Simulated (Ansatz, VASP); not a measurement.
## Fe in VASP and in Ansatz

```
CELL_PARAMETERS angstrom
-1.42350 1.42350 1.42350
1.42350 -1.42350 1.42350
1.42350 1.42350 -1.42350
ATOMIC_POSITIONS crystal
Fe 0.00000 0.00000 0.00000
```

Change from the starting cell: volume scaled by 0.96.

Alike in both runs: task single point; functional LDA; k mesh 13 × 13 × 13; occupations fermi-dirac, width 0.05 eV; collinear spin.

```csv
,VASP,Ansatz
version,VASP 6.6.1,Ansatz 0.2.0
potentials or method,"VASP PAW LDA potentials, release 64 (Fe), cutoff 520 eV","all-electron LAPW, scalar-relativistic"
```

VASP gave:

* gap on the k mesh at the Fermi level (eV): none
* pressure (GPa): -21.5
* net moment per atom (μB): 2.09
* size of the moment on the site where the two differ most (μB): 2.07

Q: Estimate Ansatz's values.

A: gap on the k mesh at the Fermi level (eV): none; pressure (GPa): -21.0; net moment per atom (μB): 2.12; size of the moment on the site where the two differ most (μB): 2.16.

LDA's correlation is that of Perdew and Zunger in VASP and of Perdew and Wang (1992) in Ansatz. Site moments also hang on the region over which each program counts them. A gap of «none» marks a metal or a gap that the smearing closes. Ansatz ran all-electron here, and VASP with PAW potentials.
